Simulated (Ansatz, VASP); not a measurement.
# BP in VASP and in Ansatz

```
CELL_PARAMETERS angstrom
0.00000 2.08748 2.35976
2.08748 0.00000 2.35976
2.08748 2.08748 0.00000
ATOMIC_POSITIONS crystal
B 0.00000 0.00000 0.00000
P 0.75000 0.75000 0.75000
```

Change from the starting cell: strain -0.080 along x and y, +0.040 along z, atoms carried along.

Alike in both runs: task single point; functional PBE; k mesh 10 × 10 × 10; occupations gaussian, width 0.05 eV; no spin polarisation.

|  | VASP | Ansatz |
| --- | --- | --- |
| version | VASP 6.6.1 | Ansatz 0.2.0 |
| potentials or method | VASP PAW PBE potentials, release 64 (B, P), cutoff 520 eV | scalar-relativistic, plane waves, PAW |
| valence electrons in the cell | 8 | 8 |

Ansatz gave:

```
gap on the k mesh at the Fermi level (eV)                     : 0.09
least direct gap on the mesh (eV)                             : 3.02
pressure (GPa)                                                : 27.5
traceless stress, the component that is largest in VASP (GPa) : -28.22
```

What did VASP give for the same quantities?

gap on the k mesh at the Fermi level (eV): 0.08; least direct gap on the mesh (eV): 3.01; pressure (GPa): 27.1; traceless stress, the component that is largest in VASP (GPa): -28.27.
